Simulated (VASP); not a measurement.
# AlCo3 (Pm-3m) in VASP: single point with r2SCAN

Aim: the single point of AlCo3 with r2SCAN.

All numbers are computed with VASP 6.6.1; they aren't measurements. Logs are shortened: lines on timing, memory, paths and dates and some standing lists are left out, and cuts for length are marked.

### 1 The cell of the first run

The structure is cubic, space group Pm-3m (No. 221). The conventional cell has a = 3.702 Å, b = 3.702 Å, c = 3.702 Å, α = 90.00°, β = 90.00°, γ = 90.00°. Al (site symmetry m-3m) has 12 Co at 2.62 Å within 3.5 Å. Co (site symmetry 4/mmm) has 4 Al at 2.62 Å and 8 Co at 2.62 Å within 3.5 Å.

### 2 Single point, r2SCAN, collinear spin, ferromagnetic start (12.69 Å³/atom)

File POSCAR:

```
AlCo3
1.0
    3.7021585632      0.0000000000      0.0000000000
    0.0000000000      3.7021585632      0.0000000000
    0.0000000000      0.0000000000      3.7021585632
Al Co
1 3
Direct
    0.0000000000      0.0000000000      0.0000000000
    0.5000000000      0.5000000000      0.0000000000
    0.5000000000      0.0000000000      0.5000000000
    0.0000000000      0.5000000000      0.5000000000
```

File INCAR.step1:

```
PREC = Accurate
ENCUT = 520
ISMEAR = 0
SIGMA = 0.1
LREAL = F
LASPH = T
NELM = 150
ISPIN = 2
MAGMOM = 0 1.78 1.78 1.78
LMAXMIX = 4
NBANDS = 27
GGA = PE
ALGO = Normal
EDIFF = 1E-4
LWAVE = T
LCHARG = F
```

File INCAR.step2:

```
PREC = Accurate
ENCUT = 520
EDIFF = 1E-6
ISMEAR = 0
SIGMA = 0.1
LREAL = F
LASPH = T
NELM = 150
ALGO = Normal
ISIF = 2
LWAVE = F
LCHARG = T
ISPIN = 2
MAGMOM = 0 1.78 1.78 1.78
LORBIT = 11
LMAXMIX = 4
METAGGA = R2SCAN
LMIXTAU = T
LELF = T
LVHAR = T
NBANDS = 27
ISTART = 1
```

File KPOINTS:

```
regular mesh
0
Gamma
  12 12 12
```

Potentials or basis: VASP PAW PBE potentials, release 64 (Al, Co).

Launch:

```console
$ cat potpaw_PBE.64/Al/POTCAR potpaw_PBE.64/Co/POTCAR > POTCAR
$ cp INCAR.step1 INCAR
$ mpirun -np 1 vasp_std > vasp.out
$ cp INCAR.step2 INCAR
$ mpirun -np 1 vasp_std > vasp.out
```

OUTCAR:

```text
PREC = Accurate
   ENCUT = 520
   EDIFF = 1E-6
   ISMEAR = 0
   LREAL = F
   LASPH = T
   NELM = 150
   ISIF = 2
   ISPIN = 2
   LORBIT = 11
   METAGGA = R2SCAN
   ISTART = 1

 ion  position               nearest neighbor table
   1  0.000  0.000  0.000-   2 2.62   3 2.62   4 2.62   3 2.62   4 2.62   2 2.62   4 2.62   4 2.62
                             2 2.62   3 2.62   3 2.62   2 2.62
   2  0.500  0.500  0.000-   1 2.62   3 2.62   4 2.62   3 2.62   4 2.62   1 2.62   3 2.62   3 2.62
                             1 2.62   4 2.62   4 2.62   1 2.62
   3  0.500  0.000  0.500-   1 2.62   2 2.62   4 2.62   1 2.62   2 2.62   2 2.62   4 2.62   2 2.62
                             1 2.62   4 2.62   1 2.62   4 2.62
   4  0.000  0.500  0.500-   1 2.62   2 2.62   3 2.62   1 2.62   2 2.62   1 2.62   3 2.62   1 2.62
                             2 2.62   3 2.62   2 2.62   3 2.62

  LATTYP: Found a simple cubic cell.
 ALAT       =     3.7021585632

  Lattice vectors:

 A1 = (   3.7021585632,   0.0000000000,   0.0000000000)
 A2 = (   0.0000000000,   3.7021585632,   0.0000000000)
 A3 = (   0.0000000000,   0.0000000000,   3.7021585632)

Analysis of symmetry for initial positions (statically):
=====================================================================
 Subroutine PRICEL returns:
 Original cell was already a primitive cell.

 Routine SETGRP: Setting up the symmetry group for a
 simple cubic supercell.

 Subroutine GETGRP returns: Found 48 space group operations
 (whereof 48 operations were pure point group operations)
 out of a pool of 48 trial point group operations.

The static configuration has the point symmetry O_h .

Analysis of symmetry for dynamics (positions and initial velocities):
=====================================================================
 Subroutine PRICEL returns:
 Original cell was already a primitive cell.

 Routine SETGRP: Setting up the symmetry group for a
 simple cubic supercell.

 Subroutine GETGRP returns: Found 48 space group operations
 (whereof 48 operations were pure point group operations)
 out of a pool of 48 trial point group operations.

The dynamic configuration has the point symmetry O_h .

Analysis of structural, dynamic, and magnetic symmetry:
=====================================================================
 Subroutine PRICEL returns:
 Original cell was already a primitive cell.

 Routine SETGRP: Setting up the symmetry group for a
 simple cubic supercell.

 Subroutine GETGRP returns: Found 48 space group operations
 (whereof 48 operations were pure point group operations)
 out of a pool of 48 trial point group operations.

The overall configuration has the point symmetry O_h .

 Subroutine INISYM returns: Found 48 space group operations
 (whereof 48 operations are pure point group operations),
 and found     1 'primitive' translations

----------------------------------------------------------------------------------------

                                     Primitive cell

  volume of cell :      50.7417

  direct lattice vectors                    reciprocal lattice vectors
     3.702158563  0.000000000  0.000000000     0.270112688  0.000000000  0.000000000
     0.000000000  3.702158563  0.000000000     0.000000000  0.270112688  0.000000000
     0.000000000  0.000000000  3.702158563     0.000000000  0.000000000  0.270112688

  length of vectors
     3.702158563  3.702158563  3.702158563     0.270112688  0.270112688  0.270112688

  position of ions in fractional coordinates (direct lattice)
     0.000000000  0.000000000  0.000000000
     0.500000000  0.500000000  0.000000000
     0.500000000  0.000000000  0.500000000
     0.000000000  0.500000000  0.500000000

  ion indices of the primitive-cell ions
   primitive index   ion index
                 1           1
                 2           2
                 3           3
                 4           4

----------------------------------------------------------------------------------------

 KPOINTS: regular mesh

Automatic generation of k-mesh.
 Grid dimensions read from file:
 generate k-points for:   12   12   12

 Generating k-lattice:

  Cartesian coordinates                     Fractional coordinates (reciprocal lattice)
     0.022509391  0.000000000  0.000000000     0.083333333  0.000000000  0.000000000
     0.000000000  0.022509391  0.000000000     0.000000000  0.083333333  0.000000000
     0.000000000  0.000000000  0.022509391     0.000000000  0.000000000  0.083333333

  Length of vectors
     0.022509391  0.022509391  0.022509391

  Shift w.r.t. Gamma in fractional coordinates (k-lattice)
     0.000000000  0.000000000  0.000000000

 Subroutine IBZKPT returns following result:
 ===========================================

 Found     84 irreducible k-points:

 Following reciprocal coordinates:
            Coordinates               Weight
  0.000000  0.000000  0.000000      1.000000
  0.083333  0.000000  0.000000      6.000000
  0.166667  0.000000  0.000000      6.000000
  0.250000  0.000000  0.000000      6.000000
  0.333333  0.000000  0.000000      6.000000
  0.416667  0.000000  0.000000      6.000000
[... 16 lines left out ...]
  0.333333  0.333333  0.000000     12.000000
  0.416667  0.333333  0.000000     24.000000
 [... further k-points ...]
   k-points           NKPTS =     84   k-points in BZ     NKDIM =     84   number of bands    NBANDS=     27
   number of dos      NEDOS =    301   number of ions     NIONS =      4
   total plane-waves  NPLWV =  21952
   dimension x,y,z NGX =    28 NGY =   28 NGZ =   28
   dimension x,y,z NGXF=    56 NGYF=   56 NGZF=   56
   ions per type =               1   3
   NGX,Y,Z   is equivalent  to a cutoff of  12.57, 12.57, 12.57 a.u.
   NGXF,Y,Z  is equivalent  to a cutoff of  25.15, 25.15, 25.15 a.u.
 SYSTEM =  unknown system
   PREC   = accura    normal or accurate (medium, high low for compatibility)
   ISTART =      1    job   : 0-new  1-cont  2-samecut
   ICHARG =      0    charge: 1-file 2-atom 10-const
   ISPIN  =      2    spin polarized calculation?
   LNONCOLLINEAR =      F non collinear calculations
   LSORBIT =      F    spin-orbit coupling
   LASPH  =      T    aspherical Exc in radial PAW
   ENCUT  =  520.0 eV  38.22 Ry    6.18 a.u.   6.88  6.88  6.88*2*pi/ulx,y,z
   NELM   =    150;   NELMIN=  2; NELMDL=  0     # of ELM steps
   EDIFF  = 0.1E-05   stopping-criterion for ELM
   LREAL  =      F    real-space projection
   EDIFFG = 0.1E-04   stopping-criterion for IOM
   NSW    =      0    number of steps for IOM
   IBRION =     -1    ionic relax: 0-MD 1-quasi-New 2-CG
   NFREE  =      0    steps in history (QN), initial steepest desc. (CG)
   ISIF   =      2    stress and relaxation
   ISYM   =      2    0-nonsym 1-usesym 2-fastsym
   POTIM  = 0.5000    time-step for ionic-motion
   TEBEG  =    0.0;   TEEND  =   0.0 temperature during run
   PSTRESS=    0.0 pullay stress
   NELECT =      30.0000    total number of electrons
   NUPDOWN=      -1.0000    fix difference up-down
   EMIN   =  10.00;   EMAX   =-10.00  energy-range for DOS
   EFERMI =   0.00;   METHOD = LEGACY
   ISMEAR =     0;   SIGMA  =   0.10  broadening in eV -4-tet -1-fermi 0-gaus
   EFERMI_NEDOS =   21; number of points for ismear=-14 and -15
   IALGO  =     38    algorithm
   IMIX   =      4    mixing-type and parameters
     AMIX     =   0.40;   BMIX     =  1.00
     AMIX_MAG =   1.60;   BMIX_MAG =  1.00
  volume/ion in A,a.u.               =      12.69        85.61
  Fermi-wavevector in a.u.,A,eV,Ry     =   1.374022  2.596524 25.686921  1.887935
  Thomas-Fermi vector in A             =   2.499486
   LORBIT       =     11    0 simple, 1 ext, 2 COOP (PROOUT), +10 PAW based schemes
   METAGGA = R2SCAN    functional components
   LHFCALC =     F    Hartree Fock is set to
   AEXX    =    0.0000 exact exchange contribution
   IVDW    =     0    specifies the selected vdW correction
   LEPSILON=     F    determine dielectric tensor
   LRPA    =     F    only Hartree local field effects (RPA)
 spin polarized calculation
 Gauss-broadening in eV      SIGMA  =   0.10
  energy-cutoff  :      520.00
  volume of cell :       50.74
 maximum number of plane-waves:      1406
 NGX is ok and might be reduce to    28
   NGX = 13   NGY = 13   NGZ = 13

 number of electron      29.9999990 magnetization       4.8637997

 Free energy of the ion-electron system (eV)
  ---------------------------------------------------
  ext. energy  EPLUGINS =         0.00000000
  ---------------------------------------------------
  free energy    TOTEN  =       -46.95779191 eV

  energy without entropy =      -46.94867797  energy(sigma->0) =      -46.95323494

 E-fermi :   9.0161     XC(G=0): -13.1864

 val. band max:        9.0136134742   @ k =   0.3333   0.2500   0.0833
 cond. band min:       9.0230412479   @ k =   0.5000   0.2500   0.0000
 fundamental gap:      0.0094277738
 Fermi energy:         9.0160831101

 spin component 1

 k-point     1 :       0.0000    0.0000    0.0000
  band No.  band energies     occupation
      1      -1.1052      1.00000
      2       3.3380      1.00000
      3       4.2655      1.00000
      4       4.2655      1.00000
      5       4.9746      1.00000
      6       4.9746      1.00000
[... 19 lines left out ...]
     26      22.0689      0.00000
     27      22.0689      0.00000

 k-point     2 :       0.0833    0.0000    0.0000
  band No.  band energies     occupation
      1      -1.0233      1.00000
      2       3.3696      1.00000
      3       4.2392      1.00000
      4       4.3116      1.00000
      5       4.9903      1.00000
      6       4.9903      1.00000
[... 652 lines left out ...]
 k-point    24 :       0.4167    0.3333    0.0000
  band No.  band energies     occupation
      1       1.8731      1.00000
      2       3.4570      1.00000
      3       4.2396      1.00000
      4       4.6035      1.00000
      5       5.2325      1.00000
      6       5.2713      1.00000
[... 19 lines left out ...]
     26      20.9059      0.00000
     27      21.5850      0.00000

 [... further k-points ...]

 spin component 2

 k-point     1 :       0.0000    0.0000    0.0000
  band No.  band energies     occupation
      1      -1.3357      1.00000
      2       5.6400      1.00000
      3       6.0569      1.00000
      4       6.0577      1.00000
      5       6.0577      1.00000
      6       6.5442      1.00000
[... 19 lines left out ...]
     26      22.6371      0.00000
     27      22.6375      0.00000

 k-point     2 :       0.0833    0.0000    0.0000
  band No.  band energies     occupation
      1      -1.2526      1.00000
      2       5.6291      1.00000
      3       6.0648      1.00000
      4       6.0655      1.00000
      5       6.0798      1.00000
      6       6.3772      1.00000
[... 652 lines left out ...]
 k-point    24 :       0.4167    0.3333    0.0000
  band No.  band energies     occupation
      1       1.7350      1.00000
      2       3.6157      1.00000
      3       4.6803      1.00000
      4       6.0953      1.00000
      5       6.1465      1.00000
      6       6.6433      1.00000
[... 19 lines left out ...]
     26      21.4356      0.00000
     27      21.8445      0.00000

 [... further k-points ...]

------------------------ aborting loop because EDIFF is reached ----------------------------------------

  FORCE on cell =-STRESS in cart. coord.  units (eV):
  Direction    XX          YY          ZZ          XY          YZ          ZX
  --------------------------------------------------------------------------------------
  -------------------------------------------------------------------------------------
  Total       -4.0696421     -4.0696421     -4.0696421      0.0000000      0.0000000     -0.0000000
  in kB     -128.4995937   -128.4995937   -128.4995937      0.0000000      0.0000000     -0.0000000
  external PRESSURE =    -128.4995937 kB  Pullay stress =       0.0000000 kB

 VOLUME and BASIS-vectors are now :
 -----------------------------------------------------------------------------
  energy-cutoff  :      520.00
  volume of cell :       50.74
      direct lattice vectors                 reciprocal lattice vectors
     3.702158563  0.000000000  0.000000000     0.270112688  0.000000000  0.000000000
     0.000000000  3.702158563  0.000000000     0.000000000  0.270112688  0.000000000
     0.000000000  0.000000000  3.702158563     0.000000000  0.000000000  0.270112688

 POSITION                                       TOTAL-FORCE (eV/Angst)
 -----------------------------------------------------------------------------------
      0.00000      0.00000      0.00000         0.000000      0.000000      0.000000
      1.85108      1.85108      0.00000         0.000000      0.000000      0.000000
      1.85108      0.00000      1.85108         0.000000      0.000000      0.000000
      0.00000      1.85108      1.85108         0.000000      0.000000      0.000000
 -----------------------------------------------------------------------------------
    total drift:                                0.000000      0.000000      0.000000

  FREE ENERGIE OF THE ION-ELECTRON SYSTEM (eV)
  ---------------------------------------------------
  free  energy   TOTEN  =       -46.9577919056 eV

  energy  without entropy=      -46.9486779736  energy(sigma->0) =      -46.95323494

 total charge

# of ion       s       p       d       tot
------------------------------------------
    1        0.397   0.394   0.000   0.790
    2        0.446   0.475   7.210   8.131
    3        0.446   0.475   7.210   8.131
    4        0.446   0.475   7.210   8.131
--------------------------------------------------
tot          1.734   1.819  21.630  25.183

 magnetization (x)

# of ion       s       p       d       tot
------------------------------------------
    1       -0.002  -0.032   0.000  -0.033
    2        0.015  -0.011   1.706   1.710
    3        0.015  -0.011   1.706   1.710
    4        0.015  -0.011   1.706   1.710
--------------------------------------------------
tot          0.042  -0.064   5.118   5.096
```

Wall time 18 min (1 thread of Intel Xeon 8259CL, shared host); peak memory 0.3 GiB.

What came out:

```
Free energy                                           : -46.9578 eV
Pressure                                              : -12.8 GPa
Net moment                                            : 4.86 μB per cell
Site moments                                          : Al -0.03; Co +1.71 μB
Valence electrons inside the program's atomic spheres : Al 0.79; Co 8.13
```

Caveat: the cell stands under tension; the PAW data sets were made with another functional, which shifts forces and pressure a little.
